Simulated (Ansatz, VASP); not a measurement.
**PtS2 in VASP and in Ansatz**

```xyz
6
Lattice="-1.7728 3.0703 -0.0007 0.0080 -2.0441 5.3044 5.3174 3.0699 0.0094" Properties=species:S:1:pos:R:3 pbc="T T T"
Pt    1.7803    1.0261    5.3087
Pt    0.0000    0.0000    0.0000
S     1.7698    1.0220    1.2390
S     3.5420    4.0922    1.2433
S     0.0107    0.0040    4.0698
S     1.7830    3.0742    4.0741
```

Change from the starting cell: cell x2, atoms moved at random (sigma 0.15 Å) and cell strained at random (1.5 %), then relaxed without symmetry.

Alike in both runs: functional PBE; dispersion D3(BJ); k mesh 4 × 4 × 2; occupations gaussian, width 0.1 eV; no spin polarisation.

Ansatz relaxed the structure, and its values are those at the end. VASP's run is a single point on that final structure, the one shown.

|  | VASP | Ansatz |
| --- | --- | --- |
| version | VASP 6.6.1 | Ansatz 0.2.0 |
| potentials or method | VASP PAW PBE potentials, release 64 (Pt, S), cutoff 520 eV | scalar-relativistic, plane waves, PAW |
| valence electrons in the cell | 44 | 60 |

```tsv
	VASP	Ansatz	Ansatz less VASP
gap on the k mesh at the Fermi level (eV)	0.82	0.82	+0.001
least direct gap on the mesh (eV)	1.09	1.08	-0.006
pressure (GPa)	-0.5	0.0	+0.45
rms of the force components (eV/Å)	0.020	0.002	-0.0185
```

VASP's potentials hold 44 valence electrons a cell and Ansatz's 60, so a difference there can come from the potentials and not from the codes.

The k mesh is coarse, so the values compare programs but aren't converged. Spin-orbit coupling is off throughout.
